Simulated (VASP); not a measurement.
# Pt7Se16 (a cell with a defect) in VASP: further runs

The runs below take Pt7Se16 (a cell with a defect) through single point, with PBE.

Everything below comes from runs of VASP 6.6.1. Logs are shortened: lines on timing, memory, paths and dates and some standing lists are left out, and cuts for length are marked.

## (1) The cell of the first run

The cell holds a defect, 23 atoms: a = 7.530 Å, b = 7.530 Å, c = 10.163 Å, α = 90.00°, β = 90.00°, γ = 120.00°.

## (2) Single point, PBE

File INCAR:

```
SYSTEM = Pt7Se16
  ALGO = Normal
  EDIFF = 1E-7
  ENCUT = 520
  GGA = PE
  ISIF = 2
  ISMEAR = 1
  LASPH = .TRUE.
  LCHARG = .FALSE.
  LREAL = Auto
  LWAVE = .FALSE.
  NBANDS = 100
  NELM = 60
  PREC = Accurate
  SIGMA = 0.15
```

File KPOINTS:

```
k-points
0
G
  2 2 2
  0 0 0
```

File POSCAR:

```
Pt7Se16
1.0
    7.5301619300     -0.0000000400      0.0000000000
   -3.7650800000      6.5213120800      0.0000000000
    0.0000000000      0.0000000000     10.1632320000
Se Pt
16 7
Direct
    0.2094119806      0.3402695625      0.1257267373
    0.3469509133      0.1694409040      0.3320650360
    0.0608068137      0.2859849336      0.5572272679
    0.3849127975      0.1778458079      0.8778594250
    0.2117735983      0.8419554134      0.1216308946
    0.3049632550      0.6796221309      0.3425784239
    0.2165829566      0.8736881380      0.6436624688
    0.3853218069      0.6729311466      0.8801084143
    0.7093409878      0.3353181080      0.1375619488
    0.8415034656      0.0957871707      0.3830074921
    0.5726354635      0.3152482196      0.6173140591
    0.8757949812      0.1769662333      0.8696316290
    0.7142375076      0.8470980933      0.1308412521
    0.7910690195      0.7083362941      0.3979197759
    0.5482757385      0.7642679818      0.6319110889
    0.8766986609      0.6743808579      0.8782806493
    0.0441352232      0.0110192552     -0.0031758598
    0.0418812210      0.5029883498     -0.0017383250
   -0.1472130040      0.6943122701      0.6310691323
    0.5496796903      0.0098162795      0.0018529539
    0.5007292777      0.0054260584      0.4731251830
    0.5481412588      0.5083797526      0.0077907304
    0.4176449972      0.4720888954      0.4689084142
```

Potentials or basis: VASP PAW PBE potentials, release 64 (Se, Pt).

On the command line:

```bash
$ cat potpaw_PBE.64/Se/POTCAR potpaw_PBE.64/Pt/POTCAR > POTCAR
$ mpirun -np 1 vasp_std > vasp.out
```

OUTCAR:

```text
SYSTEM = Pt7Se16
   EDIFF = 1E-7
   ENCUT = 520
   GGA = PE
   ISIF = 2
   ISMEAR = 1
   LASPH = .TRUE.
   LREAL = Auto
   NELM = 60
   PREC = Accurate

 ion  position               nearest neighbor table
   1  0.209  0.340  0.126-  22 2.51  18 2.51  17 2.52
   2  0.347  0.169  0.332-  23 2.49  21 2.52
   3  0.061  0.286  0.557-  10 2.36  23 2.49
   4  0.385  0.178  0.878-  20 2.51  22 2.53  17 2.53
   5  0.212  0.842  0.122-  20 2.52  17 2.54  18 2.54
   6  0.305  0.680  0.343-  23 2.48  21 2.52
   7  0.217  0.874  0.644-  19 2.38  21 2.54
   8  0.385  0.673  0.880-  22 2.50  20 2.52  18 2.54  15 2.74
   9  0.709  0.335  0.138-  20 2.53  22 2.55  18 2.59
  10  0.842  0.096  0.383-   3 2.36  21 2.48  14 2.75
  11  0.573  0.315  0.617-  23 2.53  19 2.57  21 2.57
  12  0.876  0.177  0.870-  18 2.50  20 2.52  17 2.53
  13  0.714  0.847  0.131-  20 2.50  22 2.54  17 2.55
  14  0.791  0.708  0.398-  19 2.43  23 2.57  10 2.75
  15  0.548  0.764  0.632-  23 2.53  21 2.58  19 2.60   8 2.74
  16  0.877  0.674  0.878-  17 2.50  18 2.51  22 2.51  19 2.53
  17  0.044  0.011  0.997-  16 2.50   1 2.52   4 2.53  12 2.53   5 2.54  13 2.55
  18  0.042  0.503  0.998-  12 2.50  16 2.51   1 2.51   8 2.54   5 2.54   9 2.59
  19  0.853  0.694  0.631-   7 2.38  14 2.43  16 2.53  11 2.57  15 2.60  23 3.28
  20  0.550  0.010  0.002-  13 2.50   4 2.51  12 2.52   5 2.52   8 2.52   9 2.53
  21  0.501  0.005  0.473-  10 2.48   6 2.52   2 2.52   7 2.54  11 2.57  15 2.58
  22  0.548  0.508  0.008-   8 2.50   1 2.51  16 2.51   4 2.53  13 2.54   9 2.55
  23  0.418  0.472  0.469-   6 2.48   2 2.49   3 2.49  15 2.53  11 2.53  14 2.57  19 3.28

  LATTYP: Found a hexagonal cell.
 ALAT       =     7.5301619300
 C/A-ratio  =     1.3496697806

  Lattice vectors:

 A1 = (   7.5301619300,  -0.0000000400,   0.0000000000)
 A2 = (  -3.7650800000,   6.5213120800,   0.0000000000)
 A3 = (   0.0000000000,   0.0000000000,  10.1632320000)

Analysis of symmetry for initial positions (statically):
=====================================================================
 Subroutine PRICEL returns:
 Original cell was already a primitive cell.

 Routine SETGRP: Setting up the symmetry group for a
 hexagonal supercell.

 Subroutine GETGRP returns: Found  1 space group operations
 (whereof  1 operations were pure point group operations)
 out of a pool of 24 trial point group operations.

The static configuration has the point symmetry C_1 .

Analysis of symmetry for dynamics (positions and initial velocities):
=====================================================================
 Subroutine PRICEL returns:
 Original cell was already a primitive cell.

 Routine SETGRP: Setting up the symmetry group for a
 hexagonal supercell.

 Subroutine GETGRP returns: Found  1 space group operations
 (whereof  1 operations were pure point group operations)
 out of a pool of 24 trial point group operations.

The dynamic configuration has the point symmetry C_1 .

 Subroutine INISYM returns: Found  1 space group operations
 (whereof  1 operations are pure point group operations),
 and found     1 'primitive' translations

----------------------------------------------------------------------------------------

                                     Primitive cell

  volume of cell :     499.0811

  direct lattice vectors                    reciprocal lattice vectors
     7.530161930 -0.000000040  0.000000000     0.132799269  0.076671668  0.000000000
    -3.765080000  6.521312080  0.000000000     0.000000001  0.153343375  0.000000000
     0.000000000  0.000000000 10.163232000     0.000000000  0.000000000  0.098393897

  length of vectors
     7.530161930  7.530161927 10.163232000     0.153343375  0.153343375  0.098393897

  position of ions in fractional coordinates (direct lattice)
     0.209411981  0.340269562  0.125726737
     0.346950913  0.169440904  0.332065036
     0.060806814  0.285984934  0.557227268
     0.384912798  0.177845808  0.877859425
     0.211773598  0.841955413  0.121630895
     0.304963255  0.679622131  0.342578424
[... 15 lines left out ...]
     0.548141259  0.508379753  0.007790730
     0.417644997  0.472088895  0.468908414

  ion indices of the primitive-cell ions
   primitive index   ion index
                 1           1
                 2           2
                 3           3
                 4           4
                 5           5
                 6           6
[... 15 lines left out ...]
                22          22
                23          23

----------------------------------------------------------------------------------------

 KPOINTS: k-points

Automatic generation of k-mesh.
 Grid dimensions read from file:
 generate k-points for:    2    2    2

 Generating k-lattice:

  Cartesian coordinates                     Fractional coordinates (reciprocal lattice)
     0.066399635  0.038335834  0.000000000     0.500000000  0.000000000  0.000000000
     0.000000000  0.076671687  0.000000000     0.000000000  0.500000000  0.000000000
     0.000000000  0.000000000  0.049196948     0.000000000  0.000000000  0.500000000

  Length of vectors
     0.076671687  0.076671687  0.049196948

  Shift w.r.t. Gamma in fractional coordinates (k-lattice)
     0.000000000  0.000000000  0.000000000

 Subroutine IBZKPT returns following result:
 ===========================================

 Found      8 irreducible k-points:

 Following reciprocal coordinates:
            Coordinates               Weight
  0.000000  0.000000  0.000000      1.000000
  0.500000  0.000000  0.000000      1.000000
 -0.000000  0.500000  0.000000      1.000000
  0.500000  0.500000  0.000000      1.000000
  0.000000  0.000000  0.500000      1.000000
  0.500000  0.000000  0.500000      1.000000
 -0.000000  0.500000  0.500000      1.000000
  0.500000  0.500000  0.500000      1.000000
   k-points           NKPTS =      8   k-points in BZ     NKDIM =      8   number of bands    NBANDS=    100
   number of dos      NEDOS =    301   number of ions     NIONS =     23
   total plane-waves  NPLWV = 250880
   dimension x,y,z NGX =    56 NGY =   56 NGZ =   80
   dimension x,y,z NGXF=   112 NGYF=  112 NGZF=  160
   ions per type =              16   7
   NGX,Y,Z   is equivalent  to a cutoff of  12.36, 12.36, 13.09 a.u.
   NGXF,Y,Z  is equivalent  to a cutoff of  24.73, 24.73, 26.17 a.u.
 SYSTEM =  Pt7Se16
   PREC   = accura    normal or accurate (medium, high low for compatibility)
   ISTART =      0    job   : 0-new  1-cont  2-samecut
   ICHARG =      2    charge: 1-file 2-atom 10-const
   ISPIN  =      1    spin polarized calculation?
   LNONCOLLINEAR =      F non collinear calculations
   LSORBIT =      F    spin-orbit coupling
   LASPH  =      T    aspherical Exc in radial PAW
   ENCUT  =  520.0 eV  38.22 Ry    6.18 a.u.  14.00 14.00 18.90*2*pi/ulx,y,z
   NELM   =     60;   NELMIN=  2; NELMDL= -5     # of ELM steps
   EDIFF  = 0.1E-06   stopping-criterion for ELM
   LREAL  =      T    real-space projection
   EDIFFG = 0.1E-05   stopping-criterion for IOM
   NSW    =      0    number of steps for IOM
   IBRION =     -1    ionic relax: 0-MD 1-quasi-New 2-CG
   NFREE  =      0    steps in history (QN), initial steepest desc. (CG)
   ISIF   =      2    stress and relaxation
   ISYM   =      2    0-nonsym 1-usesym 2-fastsym
   POTIM  = 0.5000    time-step for ionic-motion
   TEBEG  =    0.0;   TEEND  =   0.0 temperature during run
   PSTRESS=    0.0 pullay stress
   NELECT =     166.0000    total number of electrons
   NUPDOWN=      -1.0000    fix difference up-down
   EMIN   =  10.00;   EMAX   =-10.00  energy-range for DOS
   EFERMI =   0.00;   METHOD = LEGACY
   ISMEAR =     1;   SIGMA  =   0.15  broadening in eV -4-tet -1-fermi 0-gaus
   EFERMI_NEDOS =   21; number of points for ismear=-14 and -15
   IALGO  =     38    algorithm
   IMIX   =      4    mixing-type and parameters
     AMIX     =   0.40;   BMIX     =  1.00
     AMIX_MAG =   1.60;   BMIX_MAG =  1.00
  volume/ion in A,a.u.               =      21.70       146.43
  Fermi-wavevector in a.u.,A,eV,Ry     =   1.134281  2.143479 17.505152  1.286592
  Thomas-Fermi vector in A             =   2.270984
   LORBIT       =      0    0 simple, 1 ext, 2 COOP (PROOUT), +10 PAW based schemes
   GGA     = PE    functional components
   LHFCALC =     F    Hartree Fock is set to
   AEXX    =    0.0000 exact exchange contribution
   IVDW    =     0    specifies the selected vdW correction
   LEPSILON=     F    determine dielectric tensor
   LRPA    =     F    only Hartree local field effects (RPA)
 non-spin polarized calculation
 Methfessel and Paxton  Order N= 1 SIGMA  =   0.15
  energy-cutoff  :      520.00
  volume of cell :      499.08
 maximum number of plane-waves:     13456
   NGX = 29   NGY = 29   NGZ = 37

 number of electron     166.0000001 magnetization

 Free energy of the ion-electron system (eV)
  ---------------------------------------------------
  ext. energy  EPLUGINS =         0.00000000
  ---------------------------------------------------
  free energy    TOTEN  =      -103.20106872 eV

  energy without entropy =     -103.21413263  energy(sigma->0) =     -103.20542336

 E-fermi :   5.3991     XC(G=0): -10.2332

 val. band max:        5.3546159177   @ k =   0.5000   0.0000   0.0000
 cond. band min:       5.5426537505   @ k =   0.5000   0.5000   0.0000
 fundamental gap:      0.1880378328
 Fermi energy:         5.3990686008

 k-point     1 :       0.0000    0.0000    0.0000
  band No.  band energies     occupation
      1     -10.0459      2.00000
      2      -9.5138      2.00000
      3      -8.9195      2.00000
      4      -8.5796      2.00000
      5      -8.5240      2.00000
      6      -8.3892      2.00000
[... 87 lines left out ...]
     94       7.2962     -0.00000
     95       7.3741     -0.00000

 k-point     2 :       0.5000    0.0000    0.0000
  band No.  band energies     occupation
      1      -9.6845      2.00000
      2      -9.4650      2.00000
      3      -9.1178      2.00000
      4      -8.7244      2.00000
      5      -8.5540      2.00000
      6      -8.5033      2.00000
[... 577 lines left out ...]
     94       6.9947     -0.00000
     95       7.2365     -0.00000

 k-point     8 :       0.5000    0.5000    0.5000
  band No.  band energies     occupation
      1      -9.7269      2.00000
      2      -9.2852      2.00000
      3      -9.2343      2.00000
      4      -8.8012      2.00000
      5      -8.7197      2.00000
      6      -8.5297      2.00000
[... 87 lines left out ...]
     94       7.1523     -0.00000
     95       7.2314     -0.00000
 [bands above 95 left out]

------------------------ aborting loop because EDIFF is reached ----------------------------------------

  FORCE on cell =-STRESS in cart. coord.  units (eV):
  Direction    XX          YY          ZZ          XY          YZ          ZX
  --------------------------------------------------------------------------------------
  -------------------------------------------------------------------------------------
  Total        8.8746173      8.1184347     15.7452504      0.2600413     -1.6966227      0.0602895
  in kB       28.4897790     26.0622405     50.5462589      0.8347986     -5.4465905      0.1935445
  external PRESSURE =      35.0327595 kB  Pullay stress =       0.0000000 kB

 VOLUME and BASIS-vectors are now :
 -----------------------------------------------------------------------------
  energy-cutoff  :      520.00
  volume of cell :      499.08
      direct lattice vectors                 reciprocal lattice vectors
     7.530161930 -0.000000040  0.000000000     0.132799269  0.076671668  0.000000000
    -3.765080000  6.521312080  0.000000000     0.000000001  0.153343375  0.000000000
     0.000000000  0.000000000 10.163232000     0.000000000  0.000000000  0.098393897

 POSITION                                       TOTAL-FORCE (eV/Angst)
 -----------------------------------------------------------------------------------
      0.29576      2.21900      1.27779        -0.046359      0.051764      0.078617
      1.97464      1.10498      3.37485         0.041476     -0.001297      0.035922
     -0.61887      1.86500      5.66323         0.060214      0.009637     -0.041311
      2.22885      1.15979      8.92189        -0.101410     -0.002218     -0.011139
     -1.57534      5.49065      1.23616        -0.061133     -0.032108      0.039928
     -0.26241      4.43203      3.48170         0.044841     -0.014103     -0.011514
[... 15 lines left out ...]
      2.21350      3.31530      0.07918        -0.101303     -0.041667     -0.019871
      1.36748      3.07864      4.76563         0.019125     -0.066775      0.077487
 -----------------------------------------------------------------------------------
    total drift:                                0.017413      0.001216      0.004912

  FREE ENERGIE OF THE ION-ELECTRON SYSTEM (eV)
  ---------------------------------------------------
  free  energy   TOTEN  =      -103.2010687162 eV

  energy  without entropy=     -103.2141326336  energy(sigma->0) =     -103.20542336
```

Wall time 10 min (1 thread of Intel Xeon Platinum 8488C (Sapphire Rapids), shared host); peak memory 0.66 GiB.

Results:

- Free energy: -103.2011 eV
- Pressure: 3.5 GPa
- Largest force: 0.332 eV/Å
- Band gap on the k mesh: zero (bands 83 and 84 overlap by 0.38 eV)

Forces on the atoms (eV/Å):
```
Se  -0.046  0.052  0.079
Se   0.041 -0.001  0.036
Se   0.060  0.010 -0.041
Se  -0.101 -0.002 -0.011
Se  -0.061 -0.032  0.040
Se   0.045 -0.014 -0.012
Se   0.067  0.052  0.000
Se  -0.128 -0.003  0.066
Se  -0.031  0.005 -0.052
Se   0.122  0.157  0.073
Se  -0.016  0.042 -0.007
Se  -0.062 -0.016 -0.018
Se  -0.094 -0.046 -0.087
Se   0.280 -0.176 -0.029
Se   0.162 -0.041  0.023
Se  -0.036 -0.024 -0.029
Pt  -0.026  0.062 -0.018
Pt  -0.058  0.053 -0.010
Pt   0.010  0.013  0.007
Pt  -0.099  0.019 -0.002
Pt   0.054  0.000 -0.065
Pt  -0.101 -0.042 -0.020
Pt   0.019 -0.067  0.077
```

Stress tensor (GPa, compression positive):
```
 2.85  0.08  0.02
 0.08  2.61 -0.54
 0.02 -0.54  5.05
```

Levels at points of the mesh, in eV from the Fermi level:
```tsv
k point	band 81	band 82	band 83	band 84	band 85	band 86
(0.00, 0.00, 0.00)	-0.55	-0.21	0.31	0.55	0.65	0.75
(0.50, 0.00, 0.00)	-0.60	-0.53	-0.22	-0.04	0.37	0.69
(0.00, 0.50, 0.00)	-0.44	-0.38	-0.31	0.20	0.25	0.42
(0.50, 0.50, 0.00)	-0.50	-0.36	-0.28	0.14	0.32	0.43
(0.00, 0.00, 0.50)	-0.38	-0.20	-0.09	0.30	0.49	0.81
(0.50, 0.00, 0.50)	-0.64	-0.40	-0.22	-0.06	0.24	0.58
(0.00, 0.50, 0.50)	-0.47	-0.28	-0.06	0.14	0.30	0.47
(0.50, 0.50, 0.50)	-0.69	-0.14	-0.04	0.20	0.27	0.51
```

Caveat: the k points lie up to 0.48 Å⁻¹ apart; spin-orbit coupling is left out, which moves the levels of the heavy elements.

## (3) Single point, PBE

File INCAR:

```
SYSTEM = Pt7Se16
  ALGO = Normal
  EDIFF = 1E-6
  ENCUT = 520
  GGA = PE
  ISIF = 2
  ISMEAR = 1
  LASPH = .True.
  LCHARG = .False.
  LREAL = Auto
  LWAVE = .False.
  NBANDS = 100
  NELM = 60
  PREC = Accurate
  SIGMA = 0.15
```

File KPOINTS:

```
k-points
0
Gamma
  2 2 2
  0 0 0
```

File POSCAR:

```
Pt7Se16
1.0
    7.5301619300     -0.0000000400      0.0000000000
   -3.7650800000      6.5213120800      0.0000000000
    0.0000000000      0.0000000000     10.1632320000
Se Pt
16 7
Direct
    0.1717427289      0.3462961102      0.1249806164
    0.3854368764      0.1872157014      0.3387937026
    0.1090907431      0.2793542131      0.5676960833
    0.3394162246      0.1824925719      0.8736601703
    0.1728879363      0.8402894908      0.1212141964
    0.3598998898      0.6900037844      0.3497532084
    0.2250007630      0.9032544274      0.6441431230
    0.3530924830      0.6811949742      0.8628584883
    0.6588165723      0.3307633494      0.1335538734
    0.8764503682      0.1845137942      0.3893854829
    0.6014496930      0.3060650985      0.6370350495
    0.8431625488      0.1789140007      0.8701372752
    0.6672911406      0.8476041261      0.1310947148
    0.8877735715      0.6152309514      0.3816030176
    0.6093037293      0.7952898068      0.6332587901
    0.8425544074      0.6762775619      0.8758339867
    0.0061803438      0.0116677441     -0.0005608452
    0.0083858061      0.5091579669     -0.0040829531
   -0.1209010791      0.6632125471      0.6107216681
    0.5059144077      0.0099507614     -0.0052847362
    0.5236572163      0.0104448338      0.4830719204
    0.5062859151      0.5108746491      0.0017708934
    0.4727914007      0.4863295883      0.4847193294
```

Potentials or basis: VASP PAW PBE potentials, release 64 (Se, Pt).

On the command line:

```bash
$ cat potpaw_PBE.64/Se/POTCAR potpaw_PBE.64/Pt/POTCAR > POTCAR
$ mpirun -np 1 vasp_std > vasp.out
```

Wall time 8.8 min (1 thread of Intel Xeon Platinum 8488C (Sapphire Rapids), shared host); peak memory 0.66 GiB.

Results (log left out):

- Free energy: -103.0161 eV
- Pressure: 2.3 GPa
- Largest force: 0.267 eV/Å
- Band gap on the k mesh: zero (bands 83 and 84 overlap by 0.20 eV)

Forces in eV/Å, atoms in the order of the input:
```
Se   0.006 -0.030  0.044
Se  -0.068 -0.062  0.010
Se  -0.049 -0.122 -0.066
Se   0.032  0.028  0.010
Se   0.010 -0.009  0.016
Se   0.023  0.018  0.008
Se   0.096  0.054 -0.048
Se  -0.043  0.013  0.009
Se   0.057  0.030 -0.030
Se  -0.017  0.187  0.109
Se  -0.050 -0.090  0.045
Se  -0.020  0.020  0.008
Se   0.003  0.031  0.029
Se  -0.099 -0.024 -0.060
Se   0.039  0.021  0.004
Se   0.055 -0.065 -0.075
Pt  -0.028 -0.007  0.012
Pt   0.005  0.059 -0.054
Pt  -0.116  0.081  0.227
Pt   0.011 -0.051 -0.004
Pt   0.076 -0.035 -0.059
Pt  -0.028  0.014  0.011
Pt   0.105 -0.061 -0.149
```

Stress tensor (GPa, compression positive):
```
 1.97  0.94 -0.33
 0.94  2.69 -0.02
-0.33 -0.02  2.34
```

Levels at points of the mesh, in eV from the Fermi level:
| k point | band 80 | band 81 | band 82 | band 83 | band 84 | band 85 | band 86 | band 87 |
| --- | --- | --- | --- | --- | --- | --- | --- | --- |
| (0.00, 0.00, 0.00) | -0.75 | -0.48 | -0.22 | 0.17 | 0.33 | 0.39 | 0.52 | 0.78 |
| (0.50, 0.00, 0.00) | -0.80 | -0.54 | -0.36 | -0.22 | 0.10 | 0.33 | 0.48 | 0.74 |
| (0.00, 0.50, 0.00) | -0.75 | -0.49 | -0.36 | -0.22 | -0.03 | 0.17 | 0.36 | 0.54 |
| (0.50, 0.50, 0.00) | -0.74 | -0.64 | -0.43 | -0.31 | 0.06 | 0.19 | 0.34 | 0.60 |
| (0.00, 0.00, 0.50) | -0.74 | -0.48 | -0.11 | 0.09 | 0.29 | 0.45 | 0.62 | 0.86 |
| (0.50, 0.00, 0.50) | -0.65 | -0.61 | -0.40 | -0.20 | -0.04 | 0.01 | 0.36 | 0.53 |
| (0.00, 0.50, 0.50) | -0.75 | -0.53 | -0.33 | -0.08 | 0.12 | 0.20 | 0.35 | 0.41 |
| (0.50, 0.50, 0.50) | -0.68 | -0.60 | -0.31 | -0.26 | 0.11 | 0.24 | 0.49 | 0.58 |

Caveat: the k points lie up to 0.48 Å⁻¹ apart; spin-orbit coupling is left out, which moves the levels of the heavy elements.

[end of part 1 of 2]
